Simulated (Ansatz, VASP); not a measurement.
**Two plane-wave programs on MgS**

Contents of INCAR:

```
PREC = Accurate
ENCUT = 600
EDIFF = 1E-6
ISMEAR = 0
SIGMA = 0.05
LREAL = F
LASPH = T
NELM = 120
ALGO = Normal
ISIF = 2
LWAVE = F
LCHARG = T
GGA = PS
LELF = T
LVHAR = T
NBANDS = 11
GGA_COMPAT = F
```

Contents of KPOINTS:

```
Automatic mesh
0
Gamma
  8 8 8
```

Contents of POSCAR:

```
MgS
1.0
    0.0000000000      2.5366087500      2.7317325000
    2.5366087500      0.0000000000      2.7317325000
    2.5366087500      2.5366087500      0.0000000000
Mg S
1 1
Direct
    0.0000000000      0.0000000000      0.0000000000
    0.5000000000      0.5000000000      0.5000000000
```

Input for Ansatz:

```yaml
crystal:
  lattice:
    - [0.0, 2.53660875, 2.7317325]
    - [2.53660875, 0.0, 2.7317325]
    - [2.53660875, 2.53660875, 0.0]
  atoms:
    - { symbol: Mg, position: [0.0, 0.0, 0.0] }
    - { symbol: S, position: [0.5, 0.5, 0.5] }
basis:
  ecutwfc: 420
kpoints:
  mp_grid: { grid: [8, 8, 8] }
hamiltonian:
  xc: pbesol
scf:
  occupations: { method: gaussian, width: 0.05 }
output:
  forces: true
  stress: true
  eigenvalues: true
```

Change from the starting cell: strain -0.025 along x and y, +0.050 along z, atoms carried along.

Alike in both runs: task single point; functional PBEsol; k mesh 8 × 8 × 8; occupations gaussian, width 0.05 eV; no spin polarisation.

```csv
,VASP,Ansatz
version,VASP 6.6.1,Ansatz 0.2.0
potentials or method,"VASP PAW PBE potentials, release 64 (Mg, S), cutoff 600 eV","scalar-relativistic, plane waves, PAW"
valence electrons in the cell,8,16
```

|  | VASP | Ansatz | Ansatz less VASP |
| --- | --- | --- | --- |
| gap on the k mesh at the Fermi level (eV) | 2.46 | 2.45 | -0.003 |
| least direct gap on the mesh (eV) | 3.44 | 3.44 | 0.000 |
| pressure (GPa) | -0.1 | 0.0 | +0.18 |
| traceless stress, the component that is largest in VASP (GPa) | -4.74 | -4.76 | -0.019 |

VASP's potentials were made for PBE, not for PBEsol. VASP's potentials hold 8 valence electrons a cell and Ansatz's 16, so a difference there can come from the potentials and not from the codes.
